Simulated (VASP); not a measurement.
# Mo (P-1) in VASP: a series of runs

Mo is run at these levels: LDA, PBEsol; tasks: single point.

All numbers are computed with VASP 6.6.1; they aren't measurements. Logs are shortened: lines on timing, memory, paths and dates and some standing lists are left out, and cuts for length are marked.

**1. The cell of the first run**

The typed cell holds 1 atom: a = 2.825 Å, b = 2.722 Å, c = 2.538 Å, α = 89.36°, β = 92.00°, γ = 122.00°.

**2. Single point, LDA**

INCAR reads:

```
SYSTEM = Mo
PREC = Accurate ; ENCUT = 520
EDIFF = 1E-6 ; ISMEAR = 0
SIGMA = 0.1 ; LREAL = .FALSE.
LASPH = .TRUE. ; NELM = 60
ALGO = Normal ; ISIF = 2
LWAVE = .FALSE. ; LCHARG = .FALSE.
GGA = CA ; NBANDS = 13
```

KPOINTS reads:

```
Automatic mesh
0
G
  8 8 8
  0 0 0
```

POSCAR reads:

```
Mo
1.0
    2.8244807000     -0.0180516400     -0.0483609000
   -1.4278735300      2.3175461800      0.0145522700
   -0.0451728600     -0.0103847700      2.5373308300
Mo
1
Direct
    0.0000000000      0.0000000000      0.5000000000
```

Potentials or basis: VASP PAW LDA potentials, release 64 (Mo_sv).

On the command line:

```bash
$ cat potpaw_LDA.64/Mo_sv/POTCAR > POTCAR
$ mpirun -np 1 vasp_std > vasp.out
```

OUTCAR:

```text
SYSTEM = Mo
   PREC = Accurate
   ENCUT = 520
   EDIFF = 1E-6
   ISMEAR = 0
   LREAL = .FALSE.
   LASPH = .TRUE.
   NELM = 60
   ISIF = 2
   GGA = CA

 ion  position               nearest neighbor table
   1  0.000  0.000  0.500-

  LATTYP: Found a triclinic cell.
 ALAT       =     2.8249523647
 B/A-ratio  =     0.9636061948
 C/A-ratio  =     0.8983352041
 COS(alpha) =     0.0111980975
 COS(beta)  =     0.0348875442
 COS(gamma) =     0.5299847481

  Lattice vectors:

 A1 = (   2.8244807000,  -0.0180516400,  -0.0483609000)
 A2 = (   1.4278735300,  -2.3175461800,  -0.0145522700)
 A3 = (   0.0451728600,   0.0103847700,  -2.5373308300)

Analysis of symmetry for initial positions (statically):
=====================================================================
 Subroutine PRICEL returns:
 Original cell was already a primitive cell.

 Routine SETGRP: Setting up the symmetry group for a
 triclinic supercell.

 Subroutine GETGRP returns: Found  2 space group operations
 (whereof  2 operations were pure point group operations)
 out of a pool of  2 trial point group operations.

The static configuration has the point symmetry S_2 .

Analysis of symmetry for dynamics (positions and initial velocities):
=====================================================================
 Subroutine PRICEL returns:
 Original cell was already a primitive cell.

 Routine SETGRP: Setting up the symmetry group for a
 triclinic supercell.

 Subroutine GETGRP returns: Found  2 space group operations
 (whereof  2 operations were pure point group operations)
 out of a pool of  2 trial point group operations.

The dynamic configuration has the point symmetry S_2 .

 Subroutine INISYM returns: Found  2 space group operations
 (whereof  2 operations are pure point group operations),
 and found     1 'primitive' translations

----------------------------------------------------------------------------------------

                                     Primitive cell

  volume of cell :      16.5383

  direct lattice vectors                    reciprocal lattice vectors
     2.824480700 -0.018051640 -0.048360900     0.355570951  0.219026998  0.007226768
    -1.427873530  2.317546180  0.014552270     0.002799880  0.433204463  0.001822863
    -0.045172860 -0.010384770  2.537330830     0.006761037  0.001690057  0.394242231

  length of vectors
     2.824952365  2.722141599  2.537754159     0.417679008  0.433217346  0.394303822

[... 85 lines left out ...]
   ISYM   =      2    0-nonsym 1-usesym 2-fastsym
   POTIM  = 0.5000    time-step for ionic-motion
   TEBEG  =    0.0;   TEEND  =   0.0 temperature during run
   PSTRESS=    0.0 pullay stress
   NELECT =      14.0000    total number of electrons
   NUPDOWN=      -1.0000    fix difference up-down
   EMIN   =  10.00;   EMAX   =-10.00  energy-range for DOS
   EFERMI =   0.00;   METHOD = LEGACY
   ISMEAR =     0;   SIGMA  =   0.10  broadening in eV -4-tet -1-fermi 0-gaus
   EFERMI_NEDOS =   21; number of points for ismear=-14 and -15
   IALGO  =     38    algorithm
   IMIX   =      4    mixing-type and parameters
     AMIX     =   0.40;   BMIX     =  1.00
     AMIX_MAG =   1.60;   BMIX_MAG =  1.00
  volume/ion in A,a.u.               =      16.54       111.61
  Fermi-wavevector in a.u.,A,eV,Ry     =   1.548653  2.926529 32.631197  2.398325
  Thomas-Fermi vector in A             =   2.653572
   LORBIT       =      0    0 simple, 1 ext, 2 COOP (PROOUT), +10 PAW based schemes
   GGA     = CA    functional components
   LHFCALC =     F    Hartree Fock is set to
   AEXX    =    0.0000 exact exchange contribution
   IVDW    =     0    specifies the selected vdW correction
   LEPSILON=     F    determine dielectric tensor
   LRPA    =     F    only Hartree local field effects (RPA)
 non-spin polarized calculation
 Gauss-broadening in eV      SIGMA  =   0.10
  energy-cutoff  :      520.00
  volume of cell :       16.54
 maximum number of plane-waves:       462
 NGX is ok and might be reduce to    24
   NGX = 11   NGY = 11   NGZ =  9

 number of electron      13.9999999 magnetization

 Free energy of the ion-electron system (eV)
  ---------------------------------------------------
  ext. energy  EPLUGINS =         0.00000000
  ---------------------------------------------------
  free energy    TOTEN  =       -11.18882473 eV

  energy without entropy =      -11.18127960  energy(sigma->0) =      -11.18505217

 E-fermi :  11.5241     XC(G=0): -13.1966

 val. band max:       11.5221461231   @ k =  -0.0000  -0.2500   0.3750
 cond. band min:      11.5335217202   @ k =   0.5000  -0.2500   0.3750
 fundamental gap:      0.0113755971
 Fermi energy:        11.5241404856

 k-point     1 :       0.0000    0.0000    0.0000
  band No.  band energies     occupation
      1     -49.2517      2.00000
      2     -22.7733      2.00000
      3     -22.6665      2.00000
      4     -22.5820      2.00000
      5       4.6661      2.00000
      6       7.1094      2.00000
      7       9.8820      2.00000
      8      11.1667      2.00000
      9      15.4697      0.00000
     10      15.6835      0.00000
     11      24.4121      0.00000
     12      27.3847      0.00000
     13      31.2986      0.00000
[... 354 lines left out ...]
  band No.  band energies     occupation
      1     -48.9889      2.00000
      2     -23.9078      2.00000
      3     -23.4918      2.00000
      4     -22.4087      2.00000
      5       8.2115      2.00000
      6       8.4825      2.00000
      7      10.5798      2.00000
      8      12.9849      0.00000
      9      13.8290      0.00000
     10      18.7465      0.00000
     11      20.2057      0.00000
     12      21.0165      0.00000
     13      30.8490      0.00000

 [... further k-points ...]

------------------------ aborting loop because EDIFF is reached ----------------------------------------

  FORCE on cell =-STRESS in cart. coord.  units (eV):
  Direction    XX          YY          ZZ          XY          YZ          ZX
  --------------------------------------------------------------------------------------
  -------------------------------------------------------------------------------------
  Total       -0.1393694     -0.9192769     -1.1414842     -0.0499678     -0.0461508     -0.3936122
  in kB      -13.5016757    -89.0566923   -110.5834443     -4.8407227     -4.4709430    -38.1319230
  external PRESSURE =     -71.0472707 kB  Pullay stress =       0.0000000 kB

 VOLUME and BASIS-vectors are now :
 -----------------------------------------------------------------------------
  energy-cutoff  :      520.00
  volume of cell :       16.54
      direct lattice vectors                 reciprocal lattice vectors
     2.824480700 -0.018051640 -0.048360900     0.355570951  0.219026998  0.007226768
    -1.427873530  2.317546180  0.014552270     0.002799880  0.433204463  0.001822863
    -0.045172860 -0.010384770  2.537330830     0.006761037  0.001690057  0.394242231

 POSITION                                       TOTAL-FORCE (eV/Angst)
 -----------------------------------------------------------------------------------
     -0.02259     -0.00519      1.26867         0.000000     -0.000000      0.000000
 -----------------------------------------------------------------------------------
    total drift:                               -0.000000      0.000000     -0.000000

  FREE ENERGIE OF THE ION-ELECTRON SYSTEM (eV)
  ---------------------------------------------------
  free  energy   TOTEN  =       -11.1888247307 eV

  energy  without entropy=      -11.1812796010  energy(sigma->0) =      -11.18505217
```

OSZICAR:

```text
N       E                     dE             d eps       ncg     rms          rms(c)
DAV:   1     0.115719145463E+03    0.11572E+03   -0.90364E+03  6808   0.112E+03
DAV:   2    -0.101841606193E+02   -0.12590E+03   -0.12157E+03  7345   0.339E+02
DAV:   3    -0.117171140594E+02   -0.15330E+01   -0.15281E+01  7950   0.396E+01
DAV:   4    -0.117218478757E+02   -0.47338E-02   -0.47337E-02  7535   0.244E+00
DAV:   5    -0.117218871630E+02   -0.39287E-04   -0.39288E-04  8105   0.192E-01    0.139E+01
DAV:   6    -0.112526521158E+02    0.46924E+00   -0.60815E-01  6930   0.942E+00    0.396E+00
DAV:   7    -0.111930056396E+02    0.59646E-01   -0.98275E-02  7675   0.346E+00    0.716E-01
DAV:   8    -0.111888903357E+02    0.41153E-02   -0.44385E-03  7090   0.826E-01    0.141E-01
DAV:   9    -0.111888144912E+02    0.75845E-04   -0.14465E-04  8315   0.130E-01    0.402E-02
DAV:  10    -0.111888232256E+02   -0.87344E-05   -0.55998E-06  7550   0.209E-02    0.127E-02
DAV:  11    -0.111888247290E+02   -0.15034E-05   -0.10060E-06  5373   0.111E-02    0.146E-03
DAV:  12    -0.111888247307E+02   -0.16414E-08   -0.19922E-08  3595   0.168E-03
   1 F= -.11188825E+02 E0= -.11185052E+02  d E =-.754513E-02
```

stdout:

```text
POSCAR found type information on POSCAR Mo
 POSCAR found :  1 types and       1 ions
 scaLAPACK will be used
 LDA part: xc-table for (Slater(with rela. corr.)+CA(PZ))
 , standard interpolation
 POSCAR, INCAR and KPOINTS ok, starting setup
 FFT: planning ... GRIDC
 FFT: planning ... GRID_SOFT
 FFT: planning ... GRID
 WAVECAR not read
 entering main loop
```

It took 28 s on 1 thread of Intel Xeon Platinum 8259CL at 2.50GHz (Skylake/Cascade Lake), shared host; peak memory 0.16 GiB.

Results:

```yaml
Free_energy: -11.1888 eV
Pressure: -7.1 GPa
Band_gap_on_the_k_mesh: zero (bands 7 and 8 overlap by 1.90 eV)
```

Caveat: the stress differs along the axes, from -11 to -1 GPa.

**3. Single point, LDA**

INCAR reads:

```
SYSTEM = Mo
PREC     = Accurate       ! precision mode
ENCUT    = 520            ! plane-wave cutoff, eV
EDIFF    = 1E-6           ! SCF threshold, eV
ISMEAR   = 0              ! smearing method
SIGMA    = 0.1            ! smearing width, eV
LREAL    = .FALSE.        ! projectors in reciprocal space
LASPH    = .TRUE.         ! aspherical terms in the spheres
NELM     = 60             ! most SCF steps
ALGO     = Normal         ! electronic algorithm
ISIF     = 2              ! what is computed and relaxed
LWAVE    = .FALSE.        ! write WAVECAR
LCHARG   = .FALSE.        ! write CHGCAR
NBANDS   = 13             ! bands
```

KPOINTS reads:

```
regular mesh
0
G
  8 8 8
  0 0 0
```

POSCAR is that of step 2.

Potentials or basis: VASP PAW LDA potentials, release 64 (Mo_sv).

On the command line:

```bash
$ cat potpaw_LDA.64/Mo_sv/POTCAR > POTCAR
$ mpirun -np 1 vasp_std > vasp.out
```

Run time: 28 s. Hardware: 1 thread of Intel Xeon Platinum 8259CL at 2.50GHz (Skylake/Cascade Lake), shared host; peak memory 0.16 GiB.

Results (log left out):

- Free energy: -11.1888 eV
- Pressure: -7.1 GPa
- Band gap on the k mesh: zero (bands 7 and 8 overlap by 1.90 eV)

Stress tensor (GPa, compression positive):
```
 -1.35  -0.48  -3.81
 -0.48  -8.91  -0.45
 -3.81  -0.45 -11.06
```

Levels at points of the mesh, in eV from the Fermi level:
| k point | band 3 | band 4 | band 5 | band 6 | band 7 | band 8 | band 9 | band 10 | band 11 | band 12 |
| --- | --- | --- | --- | --- | --- | --- | --- | --- | --- | --- |
| (0.00, 0.00, 0.00) | -34.19 | -34.11 | -6.86 | -4.41 | -1.64 | -0.36 | 3.95 | 4.16 | 12.89 | 15.86 |
| (0.50, 0.00, 0.00) | -34.51 | -33.96 | -4.97 | -3.33 | 0.87 | 1.03 | 3.50 | 4.10 | 9.92 | 13.49 |
| (0.00, 0.50, 0.00) | -34.70 | -33.93 | -5.08 | -3.12 | 0.96 | 1.39 | 3.13 | 4.47 | 10.53 | 12.32 |
| (0.50, 0.50, 0.00) | -34.46 | -33.97 | -4.95 | -3.39 | 0.71 | 1.05 | 3.59 | 4.09 | 9.66 | 13.87 |
| (0.00, 0.00, 0.50) | -34.12 | -34.02 | -3.76 | -0.77 | 0.10 | 0.35 | 0.56 | 0.78 | 10.24 | 15.97 |
| (0.50, 0.00, 0.50) | -35.35 | -34.32 | -5.47 | -3.40 | -0.50 | 4.43 | 6.12 | 6.19 | 7.18 | 16.34 |
| (0.00, 0.50, 0.50) | -35.40 | -34.50 | -5.43 | -3.48 | -1.05 | 4.83 | 6.20 | 6.61 | 7.70 | 15.59 |
| (0.50, 0.50, 0.50) | -35.31 | -34.27 | -5.46 | -3.43 | -0.32 | 4.44 | 6.02 | 6.15 | 6.94 | 16.49 |

Caveat: the stress differs along the axes, from -11 to -1 GPa.

**4. Single point, PBEsol**

INCAR reads:

```
SYSTEM = Mo
PREC = Accurate ; ENCUT = 520
EDIFF = 1E-7 ; ISMEAR = -1
SIGMA = 0.1 ; LREAL = .FALSE.
LASPH = .TRUE. ; NELM = 100
ALGO = Fast ; ISIF = 2
LWAVE = .FALSE. ; LCHARG = .FALSE.
GGA = PS ; NBANDS = 13
```

KPOINTS reads:

```
Automatic mesh
0
G
  8 8 8
  0 0 0
```

POSCAR is that of step 3.

Potentials or basis: VASP PAW PBE potentials, release 64 (Mo_sv).

On the command line:

```bash
$ cat potpaw_PBE.64/Mo_sv/POTCAR > POTCAR
$ mpirun -np 1 vasp_std > vasp.out
```

Wall time 32 s (1 thread of Intel Xeon Platinum 8259CL at 2.50GHz (Skylake/Cascade Lake), shared host); peak memory 0.17 GiB.

Results (log left out):

* Free energy: -10.8476 eV
* Pressure: -2.8 GPa
* Band gap on the k mesh: zero (bands 7 and 8 overlap by 1.91 eV)

Stress tensor (GPa, compression positive):
```
 1.72 -0.23 -3.55
-0.23 -3.98 -0.59
-3.55 -0.59 -6.25
```

Levels at points of the mesh, in eV from the Fermi level:
| k point | band 3 | band 4 | band 5 | band 6 | band 7 | band 8 | band 9 | band 10 | band 11 | band 12 |
| --- | --- | --- | --- | --- | --- | --- | --- | --- | --- | --- |
| (0.00, 0.00, 0.00) | -34.28 | -34.21 | -6.90 | -4.42 | -1.62 | -0.33 | 3.97 | 4.19 | 12.87 | 15.88 |
| (0.50, 0.00, 0.00) | -34.60 | -34.07 | -4.96 | -3.34 | 0.81 | 1.05 | 3.52 | 4.12 | 9.93 | 13.49 |
| (0.00, 0.50, 0.00) | -34.79 | -34.04 | -5.08 | -3.12 | 0.99 | 1.33 | 3.16 | 4.49 | 10.53 | 12.32 |
| (0.50, 0.50, 0.00) | -34.55 | -34.08 | -4.95 | -3.39 | 0.64 | 1.08 | 3.61 | 4.11 | 9.67 | 13.88 |
| (0.00, 0.00, 0.50) | -34.22 | -34.11 | -3.76 | -0.75 | 0.02 | 0.38 | 0.58 | 0.81 | 10.24 | 15.99 |
| (0.50, 0.00, 0.50) | -35.43 | -34.41 | -5.47 | -3.39 | -0.48 | 4.44 | 6.11 | 6.15 | 7.17 | 16.35 |
| (0.00, 0.50, 0.50) | -35.48 | -34.60 | -5.42 | -3.46 | -1.02 | 4.84 | 6.19 | 6.56 | 7.69 | 15.60 |
| (0.50, 0.50, 0.50) | -35.40 | -34.37 | -5.47 | -3.42 | -0.29 | 4.45 | 6.01 | 6.11 | 6.92 | 16.43 |

Caveat: the stress differs along the axes, from -6 to 2 GPa; the PAW data sets were made with another functional, which shifts forces and pressure a little.

**5. Single point, PBEsol**

INCAR reads:

```
SYSTEM = Mo
PREC     = Accurate       ! precision mode
ENCUT    = 520            ! plane-wave cutoff, eV
EDIFF    = 1E-7           ! SCF threshold, eV
ISMEAR   = -1             ! smearing method
SIGMA    = 0.1            ! smearing width, eV
LREAL    = .FALSE.        ! projectors in reciprocal space
LASPH    = .TRUE.         ! aspherical terms in the spheres
NELM     = 60             ! most SCF steps
ALGO     = Normal         ! electronic algorithm
ISIF     = 2              ! what is computed and relaxed
LWAVE    = .FALSE.        ! write WAVECAR
LCHARG   = .FALSE.        ! write CHGCAR
GGA      = PS             ! functional
NBANDS   = 13             ! bands
```

KPOINTS reads:

```
Automatic mesh
0
G
  10 10 9
  0 0 0
```

POSCAR is that of step 4.

Potentials or basis: VASP PAW PBE potentials, release 64 (Mo_sv).

On the command line:

```bash
$ cat potpaw_PBE.64/Mo_sv/POTCAR > POTCAR
$ mpirun -np 1 vasp_std > vasp.out
```

OUTCAR:

```text
SYSTEM = Mo
   PREC = Accurate
   ENCUT = 520
   EDIFF = 1E-7
   ISMEAR = -1
   LREAL = .FALSE.
   LASPH = .TRUE.
   NELM = 60
   ISIF = 2
   GGA = PS

 ion  position               nearest neighbor table
   1  0.000  0.000  0.500-

  LATTYP: Found a triclinic cell.
 ALAT       =     2.8249523647
 B/A-ratio  =     0.9636061948
 C/A-ratio  =     0.8983352041
 COS(alpha) =     0.0111980975
 COS(beta)  =     0.0348875442
 COS(gamma) =     0.5299847481

  Lattice vectors:

[... 564 lines left out ...]
     12      26.8487      0.00000
     13      30.6464      0.00000

 [... further k-points ...]

------------------------ aborting loop because EDIFF is reached ----------------------------------------

  FORCE on cell =-STRESS in cart. coord.  units (eV):
  Direction    XX          YY          ZZ          XY          YZ          ZX
  --------------------------------------------------------------------------------------
  -------------------------------------------------------------------------------------
  Total        0.0389483     -0.3537155     -0.3918760     -0.0644685     -0.0909947     -0.3537102
  in kB        3.7731923    -34.2668604    -37.9637324     -6.2455042     -8.8152792    -34.2663464
  external PRESSURE =     -22.8191335 kB  Pullay stress =       0.0000000 kB

 VOLUME and BASIS-vectors are now :
 -----------------------------------------------------------------------------
  energy-cutoff  :      520.00
  volume of cell :       16.54
      direct lattice vectors                 reciprocal lattice vectors
     2.824480700 -0.018051640 -0.048360900     0.355570951  0.219026998  0.007226768
    -1.427873530  2.317546180  0.014552270     0.002799880  0.433204463  0.001822863
    -0.045172860 -0.010384770  2.537330830     0.006761037  0.001690057  0.394242231

 POSITION                                       TOTAL-FORCE (eV/Angst)
 -----------------------------------------------------------------------------------
     -0.02259     -0.00519      1.26867         0.000000      0.000000      0.000000
 -----------------------------------------------------------------------------------
    total drift:                                0.000000      0.000000     -0.000000

  FREE ENERGIE OF THE ION-ELECTRON SYSTEM (eV)
  ---------------------------------------------------
  free  energy   TOTEN  =       -10.8994194993 eV

  energy  without entropy=      -10.8697092027  energy(sigma->0) =      -10.88456435
```

Run time: 52 s. Hardware: 1 thread of Intel Xeon Platinum 8259CL at 2.50GHz (Skylake/Cascade Lake), shared host; peak memory 0.2 GiB.

Results:

```
Free energy            : -10.8994 eV
Pressure               : -2.3 GPa
Band gap on the k mesh : zero (bands 7 and 8 overlap by 1.83 eV)
```

Levels at points of the mesh, in eV from the Fermi level:
| k point | band 5 | band 6 | band 7 | band 8 | band 9 | band 10 |
| --- | --- | --- | --- | --- | --- | --- |
| (0.00, 0.00, 0.00) | -6.81 | -4.28 | -1.54 | -0.26 | 4.07 | 4.30 |
| (0.50, 0.00, 0.00) | -4.89 | -3.18 | 0.89 | 1.16 | 3.63 | 4.19 |
| (0.00, 0.50, 0.00) | -5.01 | -2.97 | 1.10 | 1.42 | 3.26 | 4.57 |
| (0.50, 0.50, 0.00) | -4.87 | -3.24 | 0.73 | 1.18 | 3.72 | 4.19 |

Caveat: the PAW data sets were made with another functional, which shifts forces and pressure a little.

**6. Summary**

```tsv
level	potentials or basis	k mesh	smearing	gap on the mesh (eV)	pressure (GPa)
LDA	VASP PAW LDA potentials, release 64 (Mo_sv)	8 × 8 × 8	gaussian 0.1 eV	none	-7.1
PBEsol	VASP PAW PBE potentials, release 64 (Mo_sv)	8 × 8 × 8	fermi-dirac 0.1 eV	none	-2.8
PBEsol	VASP PAW PBE potentials, release 64 (Mo_sv)	10 × 10 × 9	fermi-dirac 0.1 eV	none	-2.3
```

Alike in all rows: task single point; no spin polarisation; cell as given; cutoff (eV) 520.

Caveats: the PAW data sets were made with another functional, which shifts forces and pressure a little (at least some runs); the stress differs along the axes, from -11 to -1 GPa (at least some runs); the stress differs along the axes, from -6 to 2 GPa (at least some runs).

Absolute energies hang on the potentials; compare differences alone.
